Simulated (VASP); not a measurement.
# Ba8HO8 (a cell with a defect) in VASP: further runs

Runs on Ba8HO8 (a cell with a defect). Level: PBE. Tasks: single point.

Program: VASP 6.6.1. These are calculated values, not measurements. Logs are shortened: lines on timing, memory, paths and dates and some standing lists are left out, and cuts for length are marked.

## (1) The cell of the first run

The cell holds a defect, 17 atoms: a = 7.883 Å, b = 7.883 Å, c = 7.883 Å, α = 60.00°, β = 60.00°, γ = 60.00°.

## (2) Single point, PBE, collinear spin

Input file INCAR:

```
PREC = Accurate
ENCUT = 520
EDIFF = 1E-7
ISMEAR = 0
SIGMA = 0.02
LREAL = Auto
LASPH = T
NELM = 150
ALGO = Normal
ISIF = 2
LWAVE = F
LCHARG = F
ISPIN = 2
MAGMOM = 0 0 0 0 0 0 0 0 0 0 0 0.14 0 0.14 0.14 0.14 0.4
LORBIT = 11
GGA = PE
NBANDS = 82
```

Input file KPOINTS:

```
Automatic mesh
0
Gamma
  2 2 2
```

Input file POSCAR:

```
Ba8HO8
1.0
    5.5739975432      0.0000000000     -5.5739975432
    0.0000000000      5.5739975432     -5.5739975432
    5.5739975432      5.5739975432      0.0000000000
Ba O H
8 8 1
Direct
    0.5005535037     -0.0100200977      0.0005240404
    0.4782523636     -0.0137257865      0.5138415433
    0.4952530888      0.4939301603     -0.0047776304
    0.4927243829      0.4942416064      0.5047986617
    1.0138724419     -0.0137230954     -0.0217806877
    1.0062902713     -0.0126278312      0.5062591934
    1.0048227429      0.4942430417     -0.0073009541
    0.9929679655      0.5032011547      0.4929386816
    0.2469879094      0.2419728372      0.7469662424
    0.2477177267      0.2427656255      0.2501856144
    0.2493554203      0.7392754425      0.7493290888
    0.2474893448      0.7458354561      0.2460546474
    0.7501992004      0.2427702003      0.7477015316
    0.7494386152      0.2524111267      0.2494114842
    0.7460682334      0.7458292667      0.7474760202
    0.7467860306      0.7439783509      0.2467653581
    0.7814722677      1.1046055281      0.2814467512
```

Potentials or basis: VASP PAW PBE potentials, release 64 (Ba_sv, O, H).

On the command line:

```sh
$ cat potpaw_PBE.64/Ba_sv/POTCAR potpaw_PBE.64/O/POTCAR potpaw_PBE.64/H/POTCAR > POTCAR
$ mpirun -np 1 vasp_std > vasp.out
```

OUTCAR:

```text
PREC = Accurate
   ENCUT = 520
   EDIFF = 1E-7
   ISMEAR = 0
   LREAL = Auto
   LASPH = T
   NELM = 150
   ISIF = 2
   ISPIN = 2
   LORBIT = 11
   GGA = PE

 ion  position               nearest neighbor table
   1  0.501  0.990  0.001-  16 2.75  15 2.77  12 2.77  13 2.80  10 2.80   9 2.83   3 3.93   4 3.94
                             7 3.94   7 3.94   4 3.94   6 3.94   6 3.94   5 3.94   2 3.94   2 3.95
   2  0.478  0.986  0.514-  17 2.47  11 2.65   9 2.73  10 2.76  15 2.80  16 2.84  14 3.00   5 3.66
                             6 3.75   3 3.84   4 3.86   8 3.94   1 3.94   1 3.95   8 3.95   4 4.03
   3  0.495  0.494  0.995-  11 2.74  13 2.78  10 2.78  15 2.80  12 2.80  14 2.84   2 3.84   5 3.84
                             4 3.87   7 3.87   1 3.93   8 3.94   8 3.94   1 3.95   7 4.01   4 4.01
   4  0.493  0.494  0.505-  11 2.73  14 2.77   9 2.78  13 2.79  16 2.81  12 2.81   7 3.85   2 3.86
                             6 3.86   3 3.87   8 3.93   1 3.94   1 3.94   8 3.95   3 4.01   6 4.02
   5  0.014  0.986  0.978-  17 2.47  11 2.65   9 2.73  13 2.76  12 2.80  16 2.84  14 3.00   2 3.66
                             6 3.75   3 3.84   7 3.86   8 3.94   1 3.94   1 3.95   8 3.95   7 4.03
   6  0.006  0.987  0.506-  17 2.65  11 2.71  10 2.77  13 2.77  12 2.80  15 2.80  14 2.86   5 3.75
                             2 3.75   4 3.86   7 3.86   8 3.92   1 3.94   1 3.94   8 3.96   7 4.02
   7  0.005  0.494  0.993-  11 2.73  14 2.77   9 2.78  10 2.79  16 2.81  15 2.81   4 3.85   5 3.86
                             6 3.86   3 3.87   8 3.93   1 3.94   1 3.94   8 3.95   3 4.01   6 4.02
   8  0.993  0.503  0.493-  16 2.74  12 2.77  15 2.77  10 2.81  13 2.81   9 2.83   6 3.92   7 3.93
                             4 3.93   2 3.94   5 3.94   3 3.94   3 3.94   4 3.95   7 3.95   5 3.95
   9  0.247  0.242  0.747-   5 2.73   2 2.73   7 2.78   4 2.78   1 2.83   8 2.83
  10  0.248  0.243  0.250-   2 2.76   6 2.77   3 2.78   7 2.79   1 2.80   8 2.81
  11  0.249  0.739  0.749-   5 2.65   2 2.65   6 2.71   4 2.73   7 2.73   3 2.74
  12  0.247  0.746  0.246-   8 2.77   1 2.77   6 2.80   5 2.80   3 2.80   4 2.81
  13  0.750  0.243  0.748-   5 2.76   6 2.77   3 2.78   4 2.79   1 2.80   8 2.81
  14  0.749  0.252  0.249-  17 0.98   7 2.77   4 2.77   3 2.84   6 2.86   2 3.00   5 3.00
  15  0.746  0.746  0.747-   8 2.77   1 2.77   6 2.80   2 2.80   3 2.80   7 2.81
  16  0.747  0.744  0.247-   8 2.74   1 2.75   4 2.81   7 2.81   2 2.84   5 2.84
  17  0.781  0.105  0.281-  14 0.98   2 2.47   5 2.47   6 2.65

  LATTYP: Found a face centered cubic cell.
 ALAT       =    11.1479950864

  Lattice vectors:

 A1 = (   5.5739975432,   0.0000000000,  -5.5739975432)
 A2 = (   0.0000000000,   5.5739975432,  -5.5739975432)
 A3 = (   5.5739975432,   5.5739975432,   0.0000000000)

Analysis of symmetry for initial positions (statically):
=====================================================================
 Subroutine PRICEL returns:
 Original cell was already a primitive cell.

 Routine SETGRP: Setting up the symmetry group for a
 face centered cubic supercell.

 Subroutine GETGRP returns: Found  1 space group operations
 (whereof  1 operations were pure point group operations)
 out of a pool of 48 trial point group operations.

The static configuration has the point symmetry C_1 .

Analysis of symmetry for dynamics (positions and initial velocities):
=====================================================================
 Subroutine PRICEL returns:
 Original cell was already a primitive cell.

 Routine SETGRP: Setting up the symmetry group for a
 face centered cubic supercell.

 Subroutine GETGRP returns: Found  1 space group operations
 (whereof  1 operations were pure point group operations)
 out of a pool of 48 trial point group operations.

The dynamic configuration has the point symmetry C_1 .

Analysis of structural, dynamic, and magnetic symmetry:
=====================================================================
 Subroutine PRICEL returns:
 Original cell was already a primitive cell.

 Routine SETGRP: Setting up the symmetry group for a
 face centered cubic supercell.

 Subroutine GETGRP returns: Found  1 space group operations
 (whereof  1 operations were pure point group operations)
 out of a pool of 48 trial point group operations.

The overall configuration has the point symmetry C_1 .

 Subroutine INISYM returns: Found  1 space group operations
 (whereof  1 operations are pure point group operations),
 and found     1 'primitive' translations

----------------------------------------------------------------------------------------

                                     Primitive cell

  volume of cell :     346.3621

  direct lattice vectors                    reciprocal lattice vectors
     5.573997543  0.000000000 -5.573997543     0.089702228 -0.089702228 -0.089702228
     0.000000000  5.573997543 -5.573997543    -0.089702228  0.089702228 -0.089702228
     5.573997543  5.573997543  0.000000000     0.089702228  0.089702228  0.089702228

  length of vectors
     7.882822922  7.882822922  7.882822922     0.155368817  0.155368817  0.155368817

[... 64 lines left out ...]

 Following reciprocal coordinates:
            Coordinates               Weight
  0.000000  0.000000  0.000000      1.000000
  0.500000  0.000000  0.000000      1.000000
  0.000000  0.500000  0.000000      1.000000
  0.000000  0.000000  0.500000      1.000000
  0.500000  0.500000  0.500000      1.000000
  0.500000  0.500000  0.000000      1.000000
  0.000000  0.500000  0.500000      1.000000
  0.500000  0.000000  0.500000      1.000000
   k-points           NKPTS =      8   k-points in BZ     NKDIM =      8   number of bands    NBANDS=     82
   number of dos      NEDOS =    301   number of ions     NIONS =     17
   total plane-waves  NPLWV = 216000
   dimension x,y,z NGX =    60 NGY =   60 NGZ =   60
   dimension x,y,z NGXF=   120 NGYF=  120 NGZF=  120
   ions per type =               8   8   1
   NGX,Y,Z   is equivalent  to a cutoff of  12.65, 12.65, 12.65 a.u.
   NGXF,Y,Z  is equivalent  to a cutoff of  25.31, 25.31, 25.31 a.u.
 SYSTEM =  unknown system
   PREC   = accura    normal or accurate (medium, high low for compatibility)
   ISTART =      0    job   : 0-new  1-cont  2-samecut
   ICHARG =      2    charge: 1-file 2-atom 10-const
   ISPIN  =      2    spin polarized calculation?
   LNONCOLLINEAR =      F non collinear calculations
   LSORBIT =      F    spin-orbit coupling
   LASPH  =      T    aspherical Exc in radial PAW
   ENCUT  =  520.0 eV  38.22 Ry    6.18 a.u.  14.66 14.66 14.66*2*pi/ulx,y,z
   NELM   =    150;   NELMIN=  2; NELMDL= -5     # of ELM steps
   EDIFF  = 0.1E-06   stopping-criterion for ELM
   LREAL  =      T    real-space projection
   EDIFFG = 0.1E-05   stopping-criterion for IOM
   NSW    =      0    number of steps for IOM
   IBRION =     -1    ionic relax: 0-MD 1-quasi-New 2-CG
   NFREE  =      0    steps in history (QN), initial steepest desc. (CG)
   ISIF   =      2    stress and relaxation
   ISYM   =      2    0-nonsym 1-usesym 2-fastsym
   POTIM  = 0.5000    time-step for ionic-motion
   TEBEG  =    0.0;   TEEND  =   0.0 temperature during run
   PSTRESS=    0.0 pullay stress
   NELECT =     129.0000    total number of electrons
   NUPDOWN=      -1.0000    fix difference up-down
   EMIN   =  10.00;   EMAX   =-10.00  energy-range for DOS
   EFERMI =   0.00;   METHOD = LEGACY
   ISMEAR =     0;   SIGMA  =   0.02  broadening in eV -4-tet -1-fermi 0-gaus
   EFERMI_NEDOS =   21; number of points for ismear=-14 and -15
   IALGO  =     38    algorithm
   IMIX   =      4    mixing-type and parameters
     AMIX     =   0.40;   BMIX     =  1.00
     AMIX_MAG =   1.60;   BMIX_MAG =  1.00
  volume/ion in A,a.u.               =      20.37       137.49
  Fermi-wavevector in a.u.,A,eV,Ry     =   1.177863  2.225838 18.876183  1.387360
  Thomas-Fermi vector in A             =   2.314202
   LORBIT       =     11    0 simple, 1 ext, 2 COOP (PROOUT), +10 PAW based schemes
   GGA     = PE    functional components
   LHFCALC =     F    Hartree Fock is set to
   AEXX    =    0.0000 exact exchange contribution
   IVDW    =     0    specifies the selected vdW correction
   LEPSILON=     F    determine dielectric tensor
   LRPA    =     F    only Hartree local field effects (RPA)
 spin polarized calculation
 Gauss-broadening in eV      SIGMA  =   0.02
  energy-cutoff  :      520.00
  volume of cell :      346.36
 maximum number of plane-waves:      9377
 NGX is ok and might be reduce to    60
   NGX = 29   NGY = 29   NGZ = 29

 number of electron     128.9999997 magnetization      -0.0000566

 number of electron     128.9999997 magnetization       0.0000615

 Free energy of the ion-electron system (eV)
  ---------------------------------------------------
  ext. energy  EPLUGINS =         0.00000000
  ---------------------------------------------------
  free energy    TOTEN  =       -96.62768218 eV

  energy without entropy =      -96.62768218  energy(sigma->0) =      -96.62768218

 E-fermi :   4.4418     XC(G=0):  -9.6076

 val. band max:        4.3630828129   @ k =   0.5000   0.0000   0.5000
 cond. band min:       4.5220489186   @ k =   0.0000   0.5000   0.5000
 fundamental gap:      0.1589661057
 Fermi energy:         4.4417629105

 spin component 1

 k-point     1 :       0.0000    0.0000    0.0000
  band No.  band energies     occupation
      1     -24.1454      1.00000
      2     -23.9842      1.00000
      3     -23.9088      1.00000
      4     -23.8915      1.00000
      5     -23.8579      1.00000
      6     -23.8038      1.00000
[... 621 lines left out ...]
     75       6.6033      0.00000
     76       6.9822      0.00000
 Fermi energy:         4.4417629105

 spin component 2

 k-point     1 :       0.0000    0.0000    0.0000
  band No.  band energies     occupation
      1     -24.1454      1.00000
      2     -23.9842      1.00000
      3     -23.9087      1.00000
      4     -23.8915      1.00000
      5     -23.8579      1.00000
      6     -23.8038      1.00000
[... 621 lines left out ...]
     75       6.6033      0.00000
     76       6.9822      0.00000
 [bands above 76 left out]

------------------------ aborting loop because EDIFF is reached ----------------------------------------

  FORCE on cell =-STRESS in cart. coord.  units (eV):
  Direction    XX          YY          ZZ          XY          YZ          ZX
  --------------------------------------------------------------------------------------
  -------------------------------------------------------------------------------------
  Total        4.8515083      5.3424200      5.3423402      0.5106312      0.8189381     -0.5100252
  in kB       22.4417669     24.7125917     24.7122226      2.3620420      3.7881864     -2.3592390
  external PRESSURE =      23.9555271 kB  Pullay stress =       0.0000000 kB

 VOLUME and BASIS-vectors are now :
 -----------------------------------------------------------------------------
  energy-cutoff  :      520.00
  volume of cell :      346.36
      direct lattice vectors                 reciprocal lattice vectors
     5.573997543  0.000000000 -5.573997543     0.089702228 -0.089702228 -0.089702228
     0.000000000  5.573997543 -5.573997543    -0.089702228  0.089702228 -0.089702228
     5.573997543  5.573997543  0.000000000     0.089702228  0.089702228  0.089702228

 POSITION                                       TOTAL-FORCE (eV/Angst)
 -----------------------------------------------------------------------------------
      2.79300      5.52107     -8.30823        -0.001466      0.008117     -0.007958
      5.52993      8.36164     -8.16327         0.018003     -0.031176     -0.059671
      8.30791      8.30053     -5.51371         0.036103     -0.011527      0.011723
      5.56019      5.56865     -5.50135         0.007769     -0.035474     -0.016321
      5.52992     10.95010     -5.57483         0.018053      0.059943      0.031401
      2.85695      8.32550     -5.53867        -0.017232     -0.014729      0.014921
[... 9 lines left out ...]
      5.53805      5.52240     -8.30952         0.007658     -0.004681      0.004780
      5.92471      2.15185     -4.93900         0.002596     -0.049371      0.049344
 -----------------------------------------------------------------------------------
    total drift:                               -0.003584      0.004930     -0.006065

  FREE ENERGIE OF THE ION-ELECTRON SYSTEM (eV)
  ---------------------------------------------------
  free  energy   TOTEN  =       -96.6276821812 eV

  energy  without entropy=      -96.6276821807  energy(sigma->0) =      -96.62768218

 total charge

# of ion       s       p       d       tot
------------------------------------------
    1        2.015   5.620   0.351   7.986
    2        2.016   5.606   0.407   8.029
    3        2.013   5.618   0.350   7.981
    4        2.012   5.615   0.365   7.993
    5        2.016   5.606   0.407   8.029
    6        2.015   5.616   0.367   7.997
[... 9 lines left out ...]
   16        1.559   3.359   0.000   4.918
   17        0.641   0.125   0.000   0.766
--------------------------------------------------
tot         29.232  72.151   2.964 104.347

 magnetization (x)

# of ion       s       p       d       tot
------------------------------------------
    1       -0.000  -0.000   0.000  -0.000
    2       -0.000  -0.000   0.000  -0.000
    3       -0.000  -0.000   0.000  -0.000
    4        0.000  -0.000   0.000   0.000
    5       -0.000  -0.000   0.000  -0.000
    6       -0.000  -0.000  -0.000  -0.000
[... 9 lines left out ...]
   16       -0.000  -0.000   0.000  -0.000
   17       -0.000  -0.000   0.000  -0.000
--------------------------------------------------
tot         -0.000  -0.000   0.000  -0.000
```

Wall time 13 min (1 thread of Intel Xeon Platinum 8488C (Sapphire Rapids), shared host); peak memory 0.82 GiB.

What came out:

* Free energy: -96.6277 eV
* Pressure: 2.4 GPa
* Largest force: 0.118 eV/Å
* Net moment: 0.00 μB per cell
* Valence electrons inside the program's atomic spheres: Ba 7.99, 8.03, 7.98, 8.00 (each value once); O 4.93, 4.96, 4.92, 5.08 (each value once); H 0.77

Forces on the atoms (eV/Å):
```
Ba  -0.001  0.008 -0.008
Ba   0.018 -0.031 -0.060
Ba   0.036 -0.012  0.012
Ba   0.008 -0.035 -0.016
Ba   0.018  0.060  0.031
Ba  -0.017 -0.015  0.015
Ba   0.008  0.016  0.036
Ba   0.019 -0.008  0.008
O    0.004  0.015 -0.016
O   -0.006 -0.004 -0.008
O   -0.008 -0.019  0.020
O   -0.008  0.010  0.008
O   -0.006  0.007  0.003
O   -0.066  0.069 -0.070
O   -0.009 -0.008 -0.010
O    0.008 -0.005  0.005
H    0.003 -0.049  0.049
```

Caveat: the k points lie up to 0.49 Å⁻¹ apart; spin-orbit coupling is left out, which moves the levels of the heavy elements.

## (3) Single point, PBE, collinear spin

Input file INCAR:

```
SYSTEM = Ba8HO8
ALGO = Normal
EDIFF = 1E-7
ENCUT = 520
GGA = PE
ISIF = 2
ISMEAR = 0
ISPIN = 2
LASPH = .True.
LCHARG = .False.
LORBIT = 11
LREAL = Auto
LWAVE = .False.
MAGMOM = 0 0 0 0 0 0 0 0 0 0 0 0.14 0 0.14 0.14 0.14 0.4
NBANDS = 82
NELM = 150
PREC = Accurate
SIGMA = 0.02
```

Input file KPOINTS:

```
k-points
0
Gamma
  2 2 2
  0 0 0
```

Input file POSCAR:

```
Ba8HO8
1.0
    5.5739975432      0.0000000000     -5.5739975432
    0.0000000000      5.5739975432     -5.5739975432
    5.5739975432      5.5739975432      0.0000000000
Ba O H
8 8 1
Direct
    0.5049538465     -0.0069484243      0.0049338917
    0.4849239669     -0.0190818168      0.5190452593
    0.4900950312      0.5043377716     -0.0099199003
    0.4934526753      0.4940615741      0.5039638030
    1.0190885367     -0.0191002955     -0.0151089051
    1.0037816588     -0.0158463471      0.5037604481
    1.0039817845      0.4940581654     -0.0065599240
    0.9976241390      0.4919192157      0.4975998785
    0.2510703475      0.2380409194      0.7510499363
    0.2506113412      0.2420557220      0.2515437061
    0.2489264642      0.7399017434      0.7489039002
    0.2498711184      0.7433503456      0.2481448887
    0.7515635713      0.2420585028      0.7505972989
    0.7489241729      0.2505407455      0.2489101384
    0.7481582953      0.7433520499      0.7498567173
    0.7513185048      0.7369555634      0.2512940648
    0.7110909126      1.1761230516      0.2110390238
```

Potentials or basis: VASP PAW PBE potentials, release 64 (Ba_sv, O, H).

On the command line:

```sh
$ cat potpaw_PBE.64/Ba_sv/POTCAR potpaw_PBE.64/O/POTCAR potpaw_PBE.64/H/POTCAR > POTCAR
$ mpirun -np 1 vasp_std > vasp.out
```

Run time: 34 min. Hardware: 1 thread of Oxide Virtual Turin-like, shared host; peak memory 0.78 GiB.

Results (log left out):

```
Free energy                                           : -96.6243 eV
Pressure                                              : 2.4 GPa
Largest force                                         : 0.108 eV/Å
Net moment                                            : 0.00 μB per cell
Valence electrons inside the program's atomic spheres : Ba 7.99, 8.03, 8.00, 7.98 (each value once); O 4.93, 4.92, 4.96, 5.08 (each value once); H 0.77
```

Forces in eV/Å, atoms in the order of the input:
```
Ba  -0.032 -0.037  0.037
Ba  -0.003 -0.032 -0.052
Ba   0.033 -0.001  0.000
Ba   0.009 -0.039 -0.002
Ba  -0.004  0.053  0.032
Ba  -0.090  0.008 -0.008
Ba   0.008  0.002  0.039
Ba  -0.003  0.016 -0.015
O   -0.008  0.002 -0.002
O    0.019 -0.009 -0.015
O   -0.010 -0.021  0.021
O    0.004 -0.007  0.006
O    0.020  0.015  0.009
O    0.047  0.069 -0.069
O    0.004 -0.006  0.007
O   -0.015  0.026 -0.026
H    0.020 -0.039  0.039
```

Stress tensor (GPa, compression positive):
```
 2.29 -0.28  0.28
-0.28  2.44  0.35
 0.28  0.35  2.44
```

Levels at points of the mesh, in eV from the Fermi level:
Spin up:
```csv
k point,band 60,band 61,band 62,band 63,band 64,band 65,band 66,band 67,band 68,band 69
"(0.00, 0.00, 0.00)",-2.67,-2.66,-2.55,-2.54,-2.53,-0.92,-0.65,-0.63,0.48,1.73
"(0.50, 0.00, 0.00)",-3.28,-3.24,-3.24,-3.22,-3.19,0.47,0.77,0.82,0.85,1.02
"(0.00, 0.50, 0.00)",-3.29,-3.25,-3.23,-3.23,-3.19,0.42,0.74,0.86,0.87,0.99
"(0.00, 0.00, 0.50)",-3.28,-3.24,-3.24,-3.22,-3.19,0.47,0.77,0.82,0.85,1.02
"(0.50, 0.50, 0.50)",-3.29,-3.25,-3.25,-3.21,-3.19,0.27,0.83,0.85,0.86,1.05
"(0.50, 0.50, 0.00)",-2.80,-2.79,-2.78,-2.69,-2.68,0.06,0.47,1.09,1.73,1.78
"(0.00, 0.50, 0.50)",-2.80,-2.79,-2.78,-2.69,-2.68,0.06,0.47,1.09,1.73,1.78
"(0.50, 0.00, 0.50)",-2.82,-2.74,-2.74,-2.72,-2.71,-0.06,0.43,1.23,1.72,1.81
```
Spin down:
| k point | band 60 | band 61 | band 62 | band 63 | band 64 | band 65 | band 66 | band 67 | band 68 | band 69 |
| --- | --- | --- | --- | --- | --- | --- | --- | --- | --- | --- |
| (0.00, 0.00, 0.00) | -2.67 | -2.66 | -2.55 | -2.54 | -2.53 | -0.92 | -0.65 | -0.63 | 0.48 | 1.73 |
| (0.50, 0.00, 0.00) | -3.28 | -3.24 | -3.24 | -3.22 | -3.19 | 0.47 | 0.77 | 0.82 | 0.85 | 1.02 |
| (0.00, 0.50, 0.00) | -3.29 | -3.25 | -3.23 | -3.23 | -3.19 | 0.42 | 0.74 | 0.86 | 0.87 | 0.99 |
| (0.00, 0.00, 0.50) | -3.28 | -3.24 | -3.24 | -3.22 | -3.19 | 0.47 | 0.77 | 0.82 | 0.85 | 1.02 |
| (0.50, 0.50, 0.50) | -3.29 | -3.25 | -3.25 | -3.21 | -3.19 | 0.27 | 0.83 | 0.85 | 0.86 | 1.05 |
| (0.50, 0.50, 0.00) | -2.80 | -2.79 | -2.78 | -2.69 | -2.68 | 0.06 | 0.47 | 1.09 | 1.73 | 1.78 |
| (0.00, 0.50, 0.50) | -2.80 | -2.79 | -2.78 | -2.69 | -2.68 | 0.06 | 0.47 | 1.09 | 1.73 | 1.78 |
| (0.50, 0.00, 0.50) | -2.82 | -2.74 | -2.74 | -2.72 | -2.71 | -0.06 | 0.43 | 1.23 | 1.72 | 1.81 |

Caveat: the k points lie up to 0.49 Å⁻¹ apart; spin-orbit coupling is left out, which moves the levels of the heavy elements.
